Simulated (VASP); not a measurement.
A run of VASP 6.6.1 is set up as follows.

INCAR

```
SYSTEM = CdS
ALGO = Normal
EDIFF = 1E-6
EDIFFG = -0.005
ENCUT = 600
GGA = PE
IBRION = 2
ISIF = 3
ISMEAR = -1
LASPH = .True.
LCHARG = .False.
LREAL = .False.
LWAVE = .False.
NELM = 100
NSW = 60
PREC = Accurate
PSTRESS = 62.0
SIGMA = 0.08
```

KPOINTS

```
k-points
0
Gamma
  13 13 13
  0 0 0
```

The input POSCAR:

```
CdS
1.0
    0.0000000000      2.6817156961      2.6817156961
    2.6817156961      0.0000000000      2.6817156961
    2.6817156961      2.6817156961      0.0000000000
Cd S
1 1
Direct
    0.0000000000      0.0000000000      0.0000000000
    0.5000000000      0.5000000000      0.5000000000
```

Potentials or basis: VASP PAW PBE potentials, release 64 (Cd, S).

Launch:

```sh
$ cat potpaw_PBE.64/Cd/POTCAR potpaw_PBE.64/S/POTCAR > POTCAR
$ mpirun -np 1 vasp_std > vasp.out
```

Problem. Estimate the space group after relaxing (to 0.05 Å).

Solution. Fm-3m (No. 225).

Problem. Estimate the band gap on the k mesh.

Solution. 0.33 eV, indirect (least direct gap 2.03 eV).

Problem. Predict the relaxed cell.

Solution. a = 3.799 Å, b = 3.799 Å, c = 3.799 Å, α = 60.00°, β = 60.00°, γ = 60.00°.

Problem. What does it give for the relaxed volume?

Solution. 19.38 Å³/atom.

The path:
| step | energy change (eV) | largest force (eV/Å) | pressure (GPa) | volume (Å³) |
| --- | --- | --- | --- | --- |
| 1 | 0.0000 | 0.0000 | 6.72 | 38.57 |
| 2 | -0.0137 | 0.0000 | 5.81 | 38.92 |
| 3 | -0.0078 | 0.0000 | 6.20 | 38.76 |

Caveat: the cell is relaxed towards a set pressure, so the enthalpy falls and the energy may rise. A k mesh can miss the band edges.
